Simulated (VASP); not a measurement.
Set up this calculation in VASP 6.6.1, as the native input.

* Task: single point
* Functional: PBE
* Potentials or basis: VASP PAW PBE potentials, release 64 (Al, N)
* Cutoff: 520 eV
* k mesh: 8 × 6 × 4
* Occupations: gaussian, width 0.05 eV
* Spin: no spin polarisation
* Dipole correction: no
* Further INCAR settings: ALGO = Normal; EDIFF = 1e-06; NBANDS = 26

The structure of AlN lies in POSCAR:

```
AlN
1.0
   -1.6567491617      2.8695737234      0.0000000000
    0.0000000000      0.0000000000      4.1874629526
    4.9702474850      2.8695737234      0.0000000000
Al N
4 4
Direct
    0.5417557485      0.7500000000      0.2566378005
    0.0000000000      0.7500000000      0.6666666667
    0.0000000000      0.2500000000      0.3333333333
    0.5000000000      0.2500000000      0.8333333333
    0.5000000000      0.2500000000      0.1666666667
    0.0000000000      0.2500000000      0.6666666667
    0.0000000000      0.7500000000      0.3333333333
    0.5000000000      0.7500000000      0.8333333333
```

This cell differs from its parent crystal: atom 1 (Al) moved by +0.378 Å along [1 0 0] and +0.378 Å along [1 2 0].

The input as run:

INCAR

```
SYSTEM = AlN
ALGO     = Normal         ! electronic algorithm
EDIFF    = 1E-6           ! SCF threshold, eV
ENCUT    = 520            ! plane-wave cutoff, eV
GGA      = PE             ! functional
ISIF     = 2              ! what is computed and relaxed
ISMEAR   = 0              ! smearing method
LASPH    = .TRUE.         ! aspherical terms in the spheres
LCHARG   = .FALSE.        ! write CHGCAR
LREAL    = .FALSE.        ! projectors in reciprocal space
LWAVE    = .FALSE.        ! write WAVECAR
NBANDS   = 26             ! bands
NELM     = 60             ! most SCF steps
PREC     = Accurate       ! precision mode
SIGMA    = 0.05           ! smearing width, eV
```

KPOINTS

```
k-points
0
G
  8 6 4
  0 0 0
```

Potentials or basis: VASP PAW PBE potentials, release 64 (Al, N).

Run with:

```sh
$ cat potpaw_PBE.64/Al/POTCAR potpaw_PBE.64/N/POTCAR > POTCAR
$ mpirun -np 1 vasp_std > vasp.out
```

Results of the run:

```
Pressure               : 8.8 GPa
Largest force          : 10.198 eV/Å
Band gap on the k mesh : 2.38 eV
```

Caveat: the cell differs from its parent crystal (atom 1 (Al) moved by +0.378 Å along [1 0 0] and +0.378 Å along [1 2 0]); the cell stands under pressure; forces of over 1 eV/Å act on the atoms, so gaps and moduli don't describe the material at rest.

It took 78 s on 1 thread of AMD EPYC 9R45 96-Core Processor (Zen 5) (shared host), peak memory 0.23 GiB.
